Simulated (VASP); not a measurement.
LiF, 4 atoms in the cell. The structure is monoclinic, space group P2_1 (No. 4). The conventional cell has a = 3.008 Å, b = 4.807 Å, c = 3.062 Å, α = 90.00°, β = 118.27°, γ = 90.00°. Within 2.4 Å of Li (site symmetry 1) lie 4 F at 1.82 to 1.88 Å. F (site symmetry 1) has 4 Li at 1.82 to 1.88 Å within 2.4 Å.  This cell differs from its parent crystal: strain -0.0400 x Voigt [0, 0, 0, 0, 0, 1].

| Item | Value |
| --- | --- |
| Program | VASP 6.6.1 |
| Task | single point |
| Functional | LDA |
| Potentials or basis | VASP PAW LDA potentials, release 64 (Li_sv, F) |
| Cutoff | 520 eV |
| k mesh | 9 × 9 × 6 |
| Occupations | gaussian, width 0.05 eV |
| Spin | no spin polarisation |
| Dipole correction | no |
| Further INCAR settings | ALGO = Normal; EDIFF = 1e-06; NBANDS = 18 |

Potentials or basis: VASP PAW LDA potentials, release 64 (Li_sv, F).

The run is started by

```console
$ cat potpaw_LDA.64/Li_sv/POTCAR potpaw_LDA.64/F/POTCAR > POTCAR
$ mpirun -np 1 vasp_std > vasp.out
```

Hardware: 1 thread of AMD EPYC 7R13 Processor (Zen 3), on a shared host.

Task: How long does it take, and how much memory?

Result: Run time: 62 s on 1 thread of AMD EPYC 7R13 Processor (Zen 3), with other jobs on the host, peak memory 0.17 GiB. Counts: scf iterations 12, k points 164.
